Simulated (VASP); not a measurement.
# ZnCu4 in VASP: single point with PBE

Aim: the single point of ZnCu4 with PBE.

Program: VASP 6.6.1. These are calculated values, not measurements. Logs are shortened: lines on timing, memory, paths and dates and some standing lists are left out, and cuts for length are marked.

## 1. The cell of the first run

The cell holds a slab with vacuum, 5 atoms: a = 2.559 Å, b = 2.559 Å, c = 24.442 Å, α = 90.00°, β = 90.00°, γ = 120.00°.

## 2. Single point, PBE

File INCAR:

```
PREC = Accurate
ENCUT = 520
EDIFF = 1E-6
ISMEAR = -1
SIGMA = 0.08
LREAL = F
LASPH = T
NELM = 60
ALGO = Normal
ISIF = 2
LWAVE = F
LCHARG = F
LDIPOL = T
IDIPOL = 3
DIPOL = 0.5 0.5 0.500
GGA = PE
NBANDS = 36
```

File KPOINTS:

```
regular mesh
0
Gamma
  15 15 1
```

File POSCAR:

```
ZnCu4
1.0
    2.5589948731      0.0000000000      0.0000000000
   -1.2794974366      2.2161545683      0.0000000000
    0.0000000000      0.0000000000     24.4423000000
Zn Cu
1 4
Direct
    0.0000000000      0.0000000000      0.3284312764
    0.3333333333      0.6666666667      0.4138366519
    0.0000000000      0.0000000000      0.4999999951
    0.3333333333      0.6666666667      0.5861633472
    0.0000000000      0.0000000000      0.6715687292
```

Potentials or basis: VASP PAW PBE potentials, release 64 (Zn, Cu).

Launch:

```
> cat potpaw_PBE.64/Zn/POTCAR potpaw_PBE.64/Cu/POTCAR > POTCAR
> mpirun -np 1 vasp_std > vasp.out
```

OUTCAR:

```text
PREC = Accurate
   ENCUT = 520
   EDIFF = 1E-6
   ISMEAR = -1
   LREAL = F
   LASPH = T
   NELM = 60
   ISIF = 2
   GGA = PE

 ion  position               nearest neighbor table
   1  0.000  0.000  0.328-   2 2.56   2 2.56   2 2.56
   2  0.333  0.667  0.414-   1 2.56   1 2.56   1 2.56   3 2.57   3 2.57   3 2.57
   3  0.000  0.000  0.500-   2 2.57   2 2.57   2 2.57   4 2.57   4 2.57   4 2.57
   4  0.333  0.667  0.586-   5 2.56   5 2.56   5 2.56   3 2.57   3 2.57   3 2.57
   5  0.000  0.000  0.672-   4 2.56   4 2.56   4 2.56

  LATTYP: Found a hexagonal cell.
 ALAT       =     2.5589948731
 C/A-ratio  =     9.5515236302

  Lattice vectors:

 A1 = (   2.5589948731,   0.0000000000,   0.0000000000)
 A2 = (  -1.2794974366,   2.2161545683,   0.0000000000)
 A3 = (   0.0000000000,   0.0000000000,  24.4423000000)

Analysis of symmetry for initial positions (statically):
=====================================================================
 Subroutine PRICEL returns:
 Original cell was already a primitive cell.

 Routine SETGRP: Setting up the symmetry group for a
 hexagonal supercell.

 Subroutine GETGRP returns: Found  6 space group operations
 (whereof  6 operations were pure point group operations)
 out of a pool of 24 trial point group operations.

The static configuration has the point symmetry C_3v.

Analysis of symmetry for dynamics (positions and initial velocities):
=====================================================================
 Subroutine PRICEL returns:
 Original cell was already a primitive cell.

 Routine SETGRP: Setting up the symmetry group for a
 hexagonal supercell.

 Subroutine GETGRP returns: Found  6 space group operations
 (whereof  6 operations were pure point group operations)
 out of a pool of 24 trial point group operations.

The dynamic configuration has the point symmetry C_3v.

 Subroutine INISYM returns: Found  6 space group operations
 (whereof  6 operations are pure point group operations),
 and found     1 'primitive' translations

----------------------------------------------------------------------------------------

                                     Primitive cell

  volume of cell :     138.6154

  direct lattice vectors                    reciprocal lattice vectors
     2.558994873  0.000000000  0.000000000     0.390778430  0.225616032  0.000000000
    -1.279497437  2.216154568  0.000000000     0.000000000  0.451232064  0.000000000
     0.000000000  0.000000000 24.442300000     0.000000000  0.000000000  0.040912680

  length of vectors
     2.558994873  2.558994873 24.442300000     0.451232064  0.451232064  0.040912680

  position of ions in fractional coordinates (direct lattice)
     0.000000000  0.000000000  0.328431276
     0.333333333  0.666666667  0.413836652
     0.000000000  0.000000000  0.499999995
     0.333333333  0.666666667  0.586163347
     0.000000000  0.000000000  0.671568729

  ion indices of the primitive-cell ions
   primitive index   ion index
                 1           1
                 2           2
                 3           3
                 4           4
                 5           5

----------------------------------------------------------------------------------------

 KPOINTS: regular mesh

Automatic generation of k-mesh.
 Grid dimensions read from file:
 generate k-points for:   15   15    1

 Generating k-lattice:

  Cartesian coordinates                     Fractional coordinates (reciprocal lattice)
     0.026051895  0.015041069  0.000000000     0.066666667  0.000000000  0.000000000
     0.000000000  0.030082138  0.000000000     0.000000000  0.066666667  0.000000000
     0.000000000  0.000000000  0.040912680     0.000000000  0.000000000  1.000000000

  Length of vectors
     0.030082138  0.030082138  0.040912680

  Shift w.r.t. Gamma in fractional coordinates (k-lattice)
     0.000000000  0.000000000  0.000000000

 Subroutine IBZKPT returns following result:
 ===========================================

 Found     27 irreducible k-points:

 Following reciprocal coordinates:
            Coordinates               Weight
  0.000000  0.000000  0.000000      1.000000
  0.066667  0.000000  0.000000      6.000000
  0.133333  0.000000  0.000000      6.000000
  0.200000  0.000000  0.000000      6.000000
  0.266667  0.000000  0.000000      6.000000
  0.333333  0.000000  0.000000      6.000000
[... 16 lines left out ...]
  0.333333  0.200000  0.000000     12.000000
  0.400000  0.200000  0.000000      6.000000
 [... further k-points ...]
   k-points           NKPTS =     27   k-points in BZ     NKDIM =     27   number of bands    NBANDS=     36
   number of dos      NEDOS =    301   number of ions     NIONS =      5
   total plane-waves  NPLWV =  76800
   dimension x,y,z NGX =    20 NGY =   20 NGZ =  192
   dimension x,y,z NGXF=    40 NGYF=   40 NGZF=  384
   ions per type =               1   4
   NGX,Y,Z   is equivalent  to a cutoff of  12.99, 12.99, 13.06 a.u.
   NGXF,Y,Z  is equivalent  to a cutoff of  25.99, 25.99, 26.12 a.u.
 SYSTEM =  unknown system
   PREC   = accura    normal or accurate (medium, high low for compatibility)
   ISTART =      0    job   : 0-new  1-cont  2-samecut
   ICHARG =      2    charge: 1-file 2-atom 10-const
   ISPIN  =      1    spin polarized calculation?
   LNONCOLLINEAR =      F non collinear calculations
   LSORBIT =      F    spin-orbit coupling
   LASPH  =      T    aspherical Exc in radial PAW
   ENCUT  =  520.0 eV  38.22 Ry    6.18 a.u.   4.76  4.76 45.45*2*pi/ulx,y,z
   NELM   =     60;   NELMIN=  2; NELMDL= -5     # of ELM steps
   EDIFF  = 0.1E-05   stopping-criterion for ELM
   LREAL  =      F    real-space projection
   EDIFFG = 0.1E-04   stopping-criterion for IOM
   NSW    =      0    number of steps for IOM
   IBRION =     -1    ionic relax: 0-MD 1-quasi-New 2-CG
   NFREE  =      0    steps in history (QN), initial steepest desc. (CG)
   ISIF   =      2    stress and relaxation
   ISYM   =      2    0-nonsym 1-usesym 2-fastsym
   POTIM  = 0.5000    time-step for ionic-motion
   TEBEG  =    0.0;   TEEND  =   0.0 temperature during run
   PSTRESS=    0.0 pullay stress
   NELECT =      56.0000    total number of electrons
   NUPDOWN=      -1.0000    fix difference up-down
   EMIN   =  10.00;   EMAX   =-10.00  energy-range for DOS
   EFERMI =   0.00;   METHOD = LEGACY
   ISMEAR =    -1;   SIGMA  =   0.08  broadening in eV -4-tet -1-fermi 0-gaus
   EFERMI_NEDOS =   21; number of points for ismear=-14 and -15
   IALGO  =     38    algorithm
   IMIX   =      4    mixing-type and parameters
     AMIX     =   0.40;   BMIX     =  1.00
     AMIX_MAG =   1.60;   BMIX_MAG =  1.00
  volume/ion in A,a.u.               =      27.72       187.08
  Fermi-wavevector in a.u.,A,eV,Ry     =   1.210227  2.286998 19.927779  1.464650
  Thomas-Fermi vector in A             =   2.345781
   LORBIT       =      0    0 simple, 1 ext, 2 COOP (PROOUT), +10 PAW based schemes
   GGA     = PE    functional components
   LHFCALC =     F    Hartree Fock is set to
   AEXX    =    0.0000 exact exchange contribution
   IVDW    =     0    specifies the selected vdW correction
   LEPSILON=     F    determine dielectric tensor
   LRPA    =     F    only Hartree local field effects (RPA)
 non-spin polarized calculation
  energy-cutoff  :      520.00
  volume of cell :      138.62
 maximum number of plane-waves:      3763
 NGX is ok and might be reduce to    20
   NGX =  9   NGY =  9   NGZ = 91

 dipolmoment           0.000000      0.000000     -0.002216 electrons x Angstroem

 number of electron      55.9999983 magnetization

 dipolmoment           0.000000      0.000000      0.009791 electrons x Angstroem

 Free energy of the ion-electron system (eV)
  ---------------------------------------------------
  ext. energy  EPLUGINS =         0.00000000
  ---------------------------------------------------
  free energy    TOTEN  =       -15.36367835 eV

  energy without entropy =      -15.33300942  energy(sigma->0) =      -15.34834389

 E-fermi :   0.3922     XC(G=0):  -6.2591

 val. band max:        0.3633789520   @ k =   0.4667   0.0000   0.0000
 cond. band min:       0.5397060076   @ k =   0.2000   0.2000   0.0000
 fundamental gap:      0.1763270556
 Fermi energy:         0.3922317913

 k-point     1 :       0.0000    0.0000    0.0000
  band No.  band energies     occupation
      1      -9.5104      2.00000
      2      -8.4220      2.00000
      3      -7.7639      2.00000
      4      -7.2475      2.00000
      5      -7.2475      2.00000
      6      -6.6572      2.00000
[... 28 lines left out ...]
     35       6.3262      0.00000
     36       6.6444      0.00000

 k-point     2 :       0.0667    0.0000    0.0000
  band No.  band energies     occupation
      1      -9.3717      2.00000
      2      -8.2942      2.00000
      3      -7.6886      2.00000
      4      -7.2691      2.00000
      5      -7.2103      2.00000
      6      -6.7020      2.00000
[... 28 lines left out ...]
     35       6.4522      0.00000
     36       6.7706      0.00000

 k-point     3 :       0.1333    0.0000    0.0000
  band No.  band energies     occupation
      1      -8.9705      2.00000
      2      -7.9489      2.00000
      3      -7.4703      2.00000
      4      -7.3177      2.00000
      5      -7.1039      2.00000
      6      -6.8074      2.00000
[... 28 lines left out ...]
     35       6.8339      0.00000
     36       7.1511      0.00000

 k-point     4 :       0.2000    0.0000    0.0000
  band No.  band energies     occupation
      1      -8.3931      2.00000
      2      -7.6051      2.00000
      3      -7.3148      2.00000
      4      -7.0628      2.00000
      5      -6.9438      2.00000
      6      -6.8430      2.00000
[... 28 lines left out ...]
     35       7.4784      0.00000
     36       7.7868      0.00000

 k-point     5 :       0.2667    0.0000    0.0000
  band No.  band energies     occupation
      1      -8.0067      2.00000
      2      -7.4699      2.00000
      3      -7.1714      2.00000
      4      -6.7658      2.00000
      5      -6.7347      2.00000
      6      -6.6936      2.00000
[... 655 lines left out ...]
 k-point    22 :       0.2667    0.2000    0.0000
  band No.  band energies     occupation
      1      -7.6410      2.00000
      2      -7.4855      2.00000
      3      -7.1353      2.00000
      4      -6.9539      2.00000
      5      -6.7953      2.00000
      6      -4.5164      2.00000
[... 28 lines left out ...]
     35       8.3581      0.00000
     36       8.6302      0.00000

 k-point    23 :       0.3333    0.2000    0.0000
  band No.  band energies     occupation
      1      -7.6994      2.00000
      2      -7.4930      2.00000
      3      -7.0247      2.00000
      4      -6.9658      2.00000
      5      -6.7882      2.00000
      6      -4.0912      2.00000
[... 28 lines left out ...]
     35       7.5804      0.00000
     36       7.9686      0.00000

 k-point    24 :       0.4000    0.2000    0.0000
  band No.  band energies     occupation
      1      -7.7210      2.00000
      2      -7.4959      2.00000
      3      -7.0402      2.00000
      4      -6.8927      2.00000
      5      -6.8083      2.00000
      6      -4.0149      2.00000
[... 28 lines left out ...]
     35       7.2097      0.00000
     36       7.6876      0.00000

 [... further k-points ...]

------------------------ aborting loop because EDIFF is reached ----------------------------------------

 vacuum level on the upper side and lower side of the slab       (xc-potential included)        -0.156        -0.452

  FORCE on cell =-STRESS in cart. coord.  units (eV):
  Direction    XX          YY          ZZ          XY          YZ          ZX
  --------------------------------------------------------------------------------------
  -------------------------------------------------------------------------------------
  Total        0.5917788      0.5917788      1.2707055     -0.0000000      0.0000000     -0.0000000
  in kB        6.8400365      6.8400365     14.6873676     -0.0000000      0.0000000     -0.0000000
  external PRESSURE =       9.4558135 kB  Pullay stress =       0.0000000 kB

 VOLUME and BASIS-vectors are now :
 -----------------------------------------------------------------------------
  energy-cutoff  :      520.00
  volume of cell :      138.62
      direct lattice vectors                 reciprocal lattice vectors
     2.558994873  0.000000000  0.000000000     0.390778430  0.225616032  0.000000000
    -1.279497437  2.216154568  0.000000000     0.000000000  0.451232064  0.000000000
     0.000000000  0.000000000 24.442300000     0.000000000  0.000000000  0.040912680

 POSITION                                       TOTAL-FORCE (eV/Angst)
 -----------------------------------------------------------------------------------
      0.00000      0.00000      8.02762         0.000000     -0.000000     -0.607978
     -0.00000      1.47744     10.11512         0.000000     -0.000000      0.601721
      0.00000      0.00000     12.22115         0.000000     -0.000000     -0.016540
     -0.00000      1.47744     14.32718        -0.000000      0.000000      0.036944
      0.00000      0.00000     16.41468        -0.000000     -0.000000     -0.014147
 -----------------------------------------------------------------------------------
    total drift:                                0.000004     -0.000003      0.001569

  FREE ENERGIE OF THE ION-ELECTRON SYSTEM (eV)
  ---------------------------------------------------
  free  energy   TOTEN  =       -15.3636783531 eV

  energy  without entropy=      -15.3330094171  energy(sigma->0) =      -15.34834389

 vacuum level on the upper side and lower side of the slab         4.933         4.619
```

Run time: 1.8 min. Hardware: 1 thread of Intel Xeon 6975P-C (Granite Rapids), shared host; peak memory 0.32 GiB.

Results:

```yaml
Free_energy: -15.3637 eV
Largest_force: 0.608 eV/Å
Band_gap_on_the_k_mesh: zero (bands 28 and 29 overlap by 4.15 eV)
```

Forces in eV/Å, atoms in the order of the input:
```
Zn   0.000  0.000 -0.608
Cu   0.000  0.000  0.602
Cu   0.000  0.000 -0.017
Cu   0.000  0.000  0.037
Cu   0.000  0.000 -0.014
```

Levels at points of the mesh, in eV from the Fermi level:
```tsv
k point	band 25	band 26	band 27	band 28	band 29	band 30	band 31	band 32
(0.00, 0.00, 0.00)	-2.15	-1.88	-1.88	-1.88	-1.65	-1.65	-0.56	3.59
```

The gap in the log of VASP goes by the Fermi energy; the results here count the filled bands.